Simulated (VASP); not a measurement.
KCdCO3F: electric field gradients with PBE

KCdCO3F:

```
K Cd C O F
1.0
     5.13490    0.00000    0.00000
    -2.56745    4.44695    0.00000
     0.00000    0.00000    8.84600
K Cd C O F
2 2 2 6 2
Direct
  0.66667 0.33333 0.50000
  0.66667 0.33333 0.00000
  0.00000 0.00000 0.25000
  0.00000 0.00000 0.75000
  0.33333 0.66667 0.25000
  0.33333 0.66667 0.75000
  0.40620 0.94530 0.25000
  0.53910 0.59380 0.25000
  0.05470 0.46090 0.25000
  0.05470 0.59380 0.75000
  0.40620 0.46090 0.75000
  0.53910 0.94530 0.75000
  0.00000 0.00000 0.50000
  0.00000 0.00000 0.00000
```

```json
{
  "Program": "VASP 6.6.1",
  "Task": "electric field gradients",
  "Functional": "PBE",
  "Potentials or basis": "VASP PAW PBE potentials, release 64 (K_sv, Cd, C, O, F)",
  "Cutoff": "520 eV",
  "k mesh": "5 × 5 × 3",
  "Occupations": "fermi-dirac, width 0.02 eV",
  "Spin": "no spin polarisation",
  "Dipole correction": "no",
  "Further INCAR settings": "ALGO = Normal; EDIFF = 1e-08; NBANDS = 63"
}
```

```json
{
 "Pressure": "5.3 GPa",
 "Largest force": "0.773 eV/Å",
 "Band gap on the k mesh": "3.20 eV, indirect (the least direct gap lies 0.4 meV higher)"
}
```

Forces in eV/Å, atoms in the order of the input:
```
K    0.000  0.000  0.000
K    0.000  0.000  0.000
Cd   0.000  0.000  0.000
Cd   0.000  0.000  0.000
C    0.000  0.000  0.000
C    0.000  0.000  0.000
O   -0.049  0.771  0.000
O    0.692 -0.344  0.000
O   -0.644 -0.428  0.000
O   -0.692 -0.344  0.000
O    0.644 -0.428  0.000
O    0.049  0.771  0.000
F    0.000  0.000  0.000
F    0.000  0.000  0.000
```

Stress tensor (GPa, compression positive):
```
5.94 0.00 0.00
0.00 5.94 0.00
0.00 0.00 4.04
```

Levels at points of the mesh, in eV from the valence-band top:
```csv
k point,band 46,band 47,band 48,band 49,band 50,band 51,band 52,band 53,band 54,band 55
"(0.00, 0.00, 0.00)",-1.34,-1.30,-1.30,-0.72,0.00,3.20,5.30,5.37,5.99,6.76
```

Electric field gradients, principal values (V/Å²):
```tsv
atom	least	middle	greatest (by size)
1 K	10.098	10.098	-20.196
2 K	10.098	10.098	-20.196
3 Cd	-1.029	-1.035	2.064
4 Cd	-1.029	-1.035	2.064
5 C	-17.695	-17.697	35.392
6 C	-17.695	-17.697	35.392
7 O	-23.699	-86.488	110.187
8 O	-23.701	-86.487	110.188
9 O	-23.701	-86.486	110.187
10 O	-23.699	-86.488	110.187
11 O	-23.701	-86.487	110.188
12 O	-23.701	-86.486	110.187
13 F	-43.939	-43.946	87.885
14 F	-43.939	-43.946	87.885
```

Run time: 3.6 min on 1 thread of Intel(R) Xeon(R) Platinum 8488C (Sapphire Rapids), with other jobs on the host, peak memory 0.4 GiB.

Caveat: without QUAD_EFG the Cq values of the log hold for a quadrupole moment of 1 mb, not for the nuclei. A k mesh can miss the band edges.
